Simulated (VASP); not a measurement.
# Ru (P6_3/mmc) in VASP: a series of runs

Ru is run at these levels: PBE; tasks: single point.

All numbers are computed with VASP 6.6.1; they aren't measurements. Logs are shortened: lines on timing, memory, paths and dates and some standing lists are left out, and cuts for length are marked.

## (1) The cell of the first run

It takes space group P6_3/mmc (No. 194, hexagonal). The conventional cell has a = 2.669 Å, b = 2.669 Å, c = 4.224 Å, α = 90.00°, β = 90.00°, γ = 120.00°. Ru (site symmetry -6m2) has 12 Ru at 2.61 to 2.67 Å within 3.4 Å.

## (2) Single point, PBE

File INCAR:

```
SYSTEM = Ru
  PREC = Accurate
  ENCUT = 520
  EDIFF = 1E-7
  ISMEAR = -1
  SIGMA = 0.05
  LREAL = .False.
  LASPH = .True.
  NELM = 100
  ALGO = Normal
  ISIF = 2
  LWAVE = .False.
  LCHARG = .False.
  GGA = PE
  NBANDS = 21
```

File KPOINTS:

```
Automatic mesh
0
Gamma
  12 12 7
  0 0 0
```

File POSCAR:

```
Ru
1.0
    2.6692306523      0.0000000000      0.0000000000
   -1.3346153261      2.3116220096      0.0000000000
    0.0000000000      0.0000000000      4.2240293924
Ru
2
Direct
    0.3333333333      0.6666666667      0.2500000000
    0.6666666667      0.3333333333      0.7500000000
```

Potentials or basis: VASP PAW PBE potentials, release 64 (Ru_pv).

Launch:

```sh
cat potpaw_PBE.64/Ru_pv/POTCAR > POTCAR
mpirun -np 1 vasp_std > vasp.out
```

OUTCAR:

```text
SYSTEM = Ru
   PREC = Accurate
   ENCUT = 520
   EDIFF = 1E-7
   ISMEAR = -1
   LREAL = .False.
   LASPH = .True.
   NELM = 100
   ISIF = 2
   GGA = PE

 ion  position               nearest neighbor table
   1  0.333  0.667  0.250-   2 2.61   2 2.61   2 2.61   2 2.61   2 2.61   2 2.61
   2  0.667  0.333  0.750-   1 2.61   1 2.61   1 2.61   1 2.61   1 2.61   1 2.61

  LATTYP: Found a hexagonal cell.
 ALAT       =     2.6692306523
 C/A-ratio  =     1.5824894671

  Lattice vectors:

 A1 = (   2.6692306523,   0.0000000000,   0.0000000000)
 A2 = (  -1.3346153261,   2.3116220096,   0.0000000000)
 A3 = (   0.0000000000,   0.0000000000,   4.2240293924)

Analysis of symmetry for initial positions (statically):
=====================================================================
 Subroutine PRICEL returns:
 Original cell was already a primitive cell.

 Routine SETGRP: Setting up the symmetry group for a
 hexagonal supercell.

 Subroutine GETGRP returns: Found 24 space group operations
 (whereof 12 operations were pure point group operations)
 out of a pool of 24 trial point group operations.

The static configuration has the point symmetry D_3d.
 The point group associated with its full space group is D_6h.

Analysis of symmetry for dynamics (positions and initial velocities):
=====================================================================
 Subroutine PRICEL returns:
 Original cell was already a primitive cell.

 Routine SETGRP: Setting up the symmetry group for a
 hexagonal supercell.

 Subroutine GETGRP returns: Found 24 space group operations
 (whereof 12 operations were pure point group operations)
 out of a pool of 24 trial point group operations.

The dynamic configuration has the point symmetry D_3d.
 The point group associated with its full space group is D_6h.

 Subroutine INISYM returns: Found 24 space group operations
 (whereof 12 operations are pure point group operations),
 and found     1 'primitive' translations

----------------------------------------------------------------------------------------

                                     Primitive cell

  volume of cell :      26.0633

  direct lattice vectors                    reciprocal lattice vectors
     2.669230652  0.000000000  0.000000000     0.374639786  0.216298339  0.000000000
    -1.334615326  2.311622010  0.000000000     0.000000000  0.432596677  0.000000000
     0.000000000  0.000000000  4.224029392     0.000000000  0.000000000  0.236740777

  length of vectors
     2.669230652  2.669231047  4.224029392     0.432596741  0.432596677  0.236740777

  position of ions in fractional coordinates (direct lattice)
     0.333333333  0.666666667  0.250000000
     0.666666667  0.333333333  0.750000000

  ion indices of the primitive-cell ions
   primitive index   ion index
                 1           1
                 2           2

----------------------------------------------------------------------------------------

 KPOINTS: Automatic mesh

Automatic generation of k-mesh.
 Grid dimensions read from file:
 generate k-points for:   12   12    7

 Generating k-lattice:

  Cartesian coordinates                     Fractional coordinates (reciprocal lattice)
     0.031219982  0.018024862  0.000000000     0.083333333  0.000000000  0.000000000
     0.000000000  0.036049723  0.000000000     0.000000000  0.083333333  0.000000000
     0.000000000  0.000000000  0.033820111     0.000000000  0.000000000  0.142857143

  Length of vectors
     0.036049728  0.036049723  0.033820111

  Shift w.r.t. Gamma in fractional coordinates (k-lattice)
     0.000000000  0.000000000  0.000000000

 Subroutine IBZKPT returns following result:
 ===========================================

 Found     76 irreducible k-points:

 Following reciprocal coordinates:
            Coordinates               Weight
  0.000000  0.000000  0.000000      1.000000
  0.083333 -0.000000  0.000000      6.000000
  0.166667  0.000000  0.000000      6.000000
  0.250000 -0.000000  0.000000      6.000000
  0.333333 -0.000000  0.000000      6.000000
  0.416667 -0.000000  0.000000      6.000000
[... 16 lines left out ...]
  0.250000 -0.000000  0.142857     12.000000
  0.333333 -0.000000  0.142857     12.000000
 [... further k-points ...]
   k-points           NKPTS =     76   k-points in BZ     NKDIM =     76   number of bands    NBANDS=     21
   number of dos      NEDOS =    301   number of ions     NIONS =      2
   total plane-waves  NPLWV =  12800
   dimension x,y,z NGX =    20 NGY =   20 NGZ =   32
   dimension x,y,z NGXF=    40 NGYF=   40 NGZF=   64
   ions per type =               2
   NGX,Y,Z   is equivalent  to a cutoff of  12.46, 12.46, 12.59 a.u.
   NGXF,Y,Z  is equivalent  to a cutoff of  24.91, 24.91, 25.19 a.u.
 SYSTEM =  Ru
   PREC   = accura    normal or accurate (medium, high low for compatibility)
   ISTART =      0    job   : 0-new  1-cont  2-samecut
   ICHARG =      2    charge: 1-file 2-atom 10-const
   ISPIN  =      1    spin polarized calculation?
   LNONCOLLINEAR =      F non collinear calculations
   LSORBIT =      F    spin-orbit coupling
   LASPH  =      T    aspherical Exc in radial PAW
   ENCUT  =  520.0 eV  38.22 Ry    6.18 a.u.   4.96  4.96  7.85*2*pi/ulx,y,z
   NELM   =    100;   NELMIN=  2; NELMDL= -5     # of ELM steps
   EDIFF  = 0.1E-06   stopping-criterion for ELM
   LREAL  =      F    real-space projection
   EDIFFG = 0.1E-05   stopping-criterion for IOM
   NSW    =      0    number of steps for IOM
   IBRION =     -1    ionic relax: 0-MD 1-quasi-New 2-CG
   NFREE  =      0    steps in history (QN), initial steepest desc. (CG)
   ISIF   =      2    stress and relaxation
   ISYM   =      2    0-nonsym 1-usesym 2-fastsym
   POTIM  = 0.5000    time-step for ionic-motion
   TEBEG  =    0.0;   TEEND  =   0.0 temperature during run
   PSTRESS=    0.0 pullay stress
   NELECT =      28.0000    total number of electrons
   NUPDOWN=      -1.0000    fix difference up-down
   EMIN   =  10.00;   EMAX   =-10.00  energy-range for DOS
   EFERMI =   0.00;   METHOD = LEGACY
   ISMEAR =    -1;   SIGMA  =   0.05  broadening in eV -4-tet -1-fermi 0-gaus
   EFERMI_NEDOS =   21; number of points for ismear=-14 and -15
   IALGO  =     38    algorithm
   IMIX   =      4    mixing-type and parameters
     AMIX     =   0.40;   BMIX     =  1.00
     AMIX_MAG =   1.60;   BMIX_MAG =  1.00
  volume/ion in A,a.u.               =      13.03        87.94
  Fermi-wavevector in a.u.,A,eV,Ry     =   1.676683  3.168471 38.249582  2.811265
  Thomas-Fermi vector in A             =   2.761082
   LORBIT       =      0    0 simple, 1 ext, 2 COOP (PROOUT), +10 PAW based schemes
   GGA     = PE    functional components
   LHFCALC =     F    Hartree Fock is set to
   AEXX    =    0.0000 exact exchange contribution
   IVDW    =     0    specifies the selected vdW correction
   LEPSILON=     F    determine dielectric tensor
   LRPA    =     F    only Hartree local field effects (RPA)
 non-spin polarized calculation
  energy-cutoff  :      520.00
  volume of cell :       26.06
 maximum number of plane-waves:       717
 NGX is ok and might be reduce to    20
   NGX =  9   NGY =  9   NGZ = 15

 number of electron      27.9999991 magnetization

 Free energy of the ion-electron system (eV)
  ---------------------------------------------------
  ext. energy  EPLUGINS =         0.00000000
  ---------------------------------------------------
  free energy    TOTEN  =       -18.39852451 eV

  energy without entropy =      -18.38644527  energy(sigma->0) =      -18.39248489

 E-fermi :  13.6315     XC(G=0): -14.3768

 val. band max:       13.6287154099   @ k =   0.3333   0.1667   0.2857
 cond. band min:      13.6608320924   @ k =   0.3333   0.0833   0.2857
 fundamental gap:      0.0321166825
 Fermi energy:        13.6315416871

 k-point     1 :       0.0000    0.0000    0.0000
  band No.  band energies     occupation
      1     -30.2096      2.00000
      2     -29.1525      2.00000
      3     -29.1525      2.00000
      4     -28.9597      2.00000
      5     -28.9597      2.00000
      6     -28.9026      2.00000
[... 13 lines left out ...]
     20      23.9650      0.00000
     21      24.4430      0.00000

 k-point     2 :       0.0833   -0.0000    0.0000
  band No.  band energies     occupation
      1     -30.1827      2.00000
      2     -29.2102      2.00000
      3     -29.1719      2.00000
      4     -29.0198      2.00000
      5     -28.9674      2.00000
      6     -28.9151      2.00000
[... 13 lines left out ...]
     20      23.9650      0.00000
     21      24.4018      0.00000

 k-point     3 :       0.1667    0.0000    0.0000
  band No.  band energies     occupation
      1     -30.1054      2.00000
      2     -29.3679      2.00000
      3     -29.2232      2.00000
      4     -29.1805      2.00000
      5     -28.9902      2.00000
      6     -28.9527      2.00000
[... 13 lines left out ...]
     20      23.9649      0.00000
     21      24.2621      0.00000

 k-point     4 :       0.2500   -0.0000    0.0000
  band No.  band energies     occupation
      1     -29.9884      2.00000
      2     -29.5831      2.00000
      3     -29.3919      2.00000
      4     -29.2902      2.00000
      5     -29.0236      2.00000
      6     -29.0152      2.00000
[... 13 lines left out ...]
     20      23.9648      0.00000
     21      24.0643      0.00000

 k-point     5 :       0.3333   -0.0000    0.0000
  band No.  band energies     occupation
      1     -29.8500      2.00000
      2     -29.7976      2.00000
      3     -29.5950      2.00000
      4     -29.3546      2.00000
      5     -29.0990      2.00000
      6     -29.0588      2.00000
[... 13 lines left out ...]
     20      23.9646      0.00000
     21      23.9713      0.00000

 k-point     6 :       0.4167   -0.0000    0.0000
  band No.  band energies     occupation
      1     -29.9537      2.00000
      2     -29.7391      2.00000
      3     -29.7200      2.00000
      4     -29.4005      2.00000
      5     -29.1886      2.00000
      6     -29.0853      2.00000
[... 13 lines left out ...]
     20      23.9646      0.00000
     21      24.7819      0.00000

 k-point     7 :       0.5000   -0.0000    0.0000
  band No.  band energies     occupation
      1     -30.0106      2.00000
      2     -29.7910      2.00000
      3     -29.6585      2.00000
      4     -29.4171      2.00000
      5     -29.2353      2.00000
      6     -29.0952      2.00000
[... 13 lines left out ...]
     20      23.9641      0.00000
     21      25.0731      0.00000
[... 291 lines left out ...]
      1     -30.1485      2.00000
      2     -29.1431      2.00000
      3     -29.1431      2.00000
      4     -28.9713      2.00000
      5     -28.9693      2.00000
      6     -28.9693      2.00000
[... 13 lines left out ...]
     20      23.9649      0.00000
     21      25.4142      0.00000

 k-point    21 :       0.0833   -0.0000    0.1429
  band No.  band energies     occupation
      1     -30.1251      2.00000
      2     -29.1990      2.00000
      3     -29.1619      2.00000
      4     -29.0563      2.00000
      5     -28.9777      2.00000
      6     -28.9542      2.00000
[... 13 lines left out ...]
     20      23.9650      0.00000
     21      25.4002      0.00000

 k-point    22 :       0.1667    0.0000    0.1429
  band No.  band energies     occupation
      1     -30.0602      2.00000
      2     -29.3505      2.00000
      3     -29.2226      2.00000
      4     -29.2118      2.00000
      5     -29.0019      2.00000
      6     -28.9778      2.00000
[... 13 lines left out ...]
     20      23.9649      0.00000
     21      25.3657      0.00000

 k-point    23 :       0.2500   -0.0000    0.1429
  band No.  band energies     occupation
      1     -29.9733      2.00000
      2     -29.5481      2.00000
      3     -29.4315      2.00000
      4     -29.2772      2.00000
      5     -29.0370      2.00000
      6     -29.0274      2.00000
[... 13 lines left out ...]
     20      23.9649      0.00000
     21      25.4079      0.00000

 k-point    24 :       0.3333   -0.0000    0.1429
  band No.  band energies     occupation
      1     -29.9347      2.00000
      2     -29.6966      2.00000
      3     -29.6121      2.00000
      4     -29.3403      2.00000
      5     -29.0967      2.00000
      6     -29.0737      2.00000
[... 13 lines left out ...]
     20      23.9648      0.00000
     21      25.5538      0.00000

 [... further k-points ...]

------------------------ aborting loop because EDIFF is reached ----------------------------------------

  FORCE on cell =-STRESS in cart. coord.  units (eV):
  Direction    XX          YY          ZZ          XY          YZ          ZX
  --------------------------------------------------------------------------------------
  -------------------------------------------------------------------------------------
  Total        3.0948443      3.0948455      3.2887123      0.0000000      0.0000000      0.0000000
  in kB      190.2477513    190.2478264    202.1653004      0.0000000      0.0000000      0.0000000
  external PRESSURE =     194.2202927 kB  Pullay stress =       0.0000000 kB

 VOLUME and BASIS-vectors are now :
 -----------------------------------------------------------------------------
  energy-cutoff  :      520.00
  volume of cell :       26.06
      direct lattice vectors                 reciprocal lattice vectors
     2.669230652  0.000000000  0.000000000     0.374639786  0.216298339  0.000000000
    -1.334615326  2.311622010  0.000000000     0.000000000  0.432596677  0.000000000
     0.000000000  0.000000000  4.224029392     0.000000000  0.000000000  0.236740777

 POSITION                                       TOTAL-FORCE (eV/Angst)
 -----------------------------------------------------------------------------------
     -0.00000      1.54108      1.05601         0.000000      0.000000      0.000000
      1.33462      0.77054      3.16802        -0.000000     -0.000000      0.000000
 -----------------------------------------------------------------------------------
    total drift:                                0.000000     -0.000000      0.000000

  FREE ENERGIE OF THE ION-ELECTRON SYSTEM (eV)
  ---------------------------------------------------
  free  energy   TOTEN  =       -18.3985245106 eV

  energy  without entropy=      -18.3864452725  energy(sigma->0) =      -18.39248489
```

It took 16 s on 1 thread of AMD EPYC 9R45 (Zen 5), shared host; peak memory 0.13 GiB.

Results:

- Free energy: -18.3985 eV
- Pressure: 19.4 GPa
- Band gap on the k mesh: zero (band 14 reaches 15.13 eV, above the bottom of band 15 at 11.96 eV)

Levels at points of the mesh, in eV from the Fermi level:
```
           k point  band 12  band 13  band 14  band 15  band 16  band 17
(0.00, 0.00, 0.00)    -2.07    -2.07    -1.50    -1.50     1.23     1.23
(0.50, 0.00, 0.00)    -1.89    -1.63     1.49     1.94     2.02     4.27
```

[end of part 1 of 2]
